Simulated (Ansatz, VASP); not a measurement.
**One calculation of LiH, two programs**

```
Li H
1.0
     3.25482    0.00000    0.00000
    -1.62741    2.81876    0.00000
     0.00000    0.00000    4.06907
Li H
2 2
Direct
  0.33333 0.66667 0.25000
  0.66667 0.33333 0.75000
  0.66667 0.33333 0.25000
  0.33333 0.66667 0.75000
```

Alike in both runs: task single point; functional HSE06; k mesh 6 × 6 × 4; no spin polarisation.

```csv
,VASP,Ansatz
version,VASP 6.6.1,Ansatz 0.2.0
potentials or method,"VASP PAW PBE potentials, release 64 (Li_sv, H)","plane waves, PAW"
plane-wave cutoff (eV),520,420
occupations,"gaussian, width 0.01 eV",fixed
valence electrons in the cell,8,8
```

|  | VASP | Ansatz | Ansatz less VASP |
| --- | --- | --- | --- |
| gap on the k mesh at the Fermi level (eV) | 2.74 | 2.74 | +0.003 |

Ansatz's warnings: stress exchange threshold loose, stress scf threshold loose.

Noted on VASP's run: the cutoff is short for stress, so the pressure is rough.
